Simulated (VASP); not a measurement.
# SiTe: single point with PBE

Crystal: SiTe.

```
CELL_PARAMETERS angstrom
0.00000 3.12797 3.12797
3.12797 0.00000 3.12797
3.12797 3.12797 0.00000
ATOMIC_POSITIONS crystal
Si 0.00000 0.00000 0.00000
Te 0.25000 0.25000 0.25000
```

```
Program                : VASP 6.6.1
Task                   : single point
Functional             : PBE
Potentials or basis    : VASP PAW PBE potentials, release 64 (Si, Te)
Cutoff                 : 500 eV
k mesh                 : 5 × 5 × 5
Occupations            : fermi-dirac, width 0.1 eV
Spin                   : no spin polarisation
Dipole correction      : no
Further INCAR settings : ALGO = Normal; EDIFF = 1e-06; NBANDS = 12
```

```yaml
Pressure: 4.7 GPa
Band_gap_on_the_k_mesh: zero (bands 5 and 6 overlap by 0.69 eV)
```

Levels at points of the mesh, in eV from the Fermi level:
| k point | band 3 | band 4 | band 5 | band 6 | band 7 | band 8 |
| --- | --- | --- | --- | --- | --- | --- |
| (0.00, 0.00, 0.00) | -3.03 | -3.03 | -3.03 | 0.13 | 0.13 | 0.13 |

It took 8.1 s on 1 thread of Intel(R) Xeon(R) 6975P-C (Granite Rapids) (shared host), peak memory 0.17 GiB.

Caveat: the cell stands under pressure; spin-orbit coupling is left out, which moves the levels of the heavy elements.
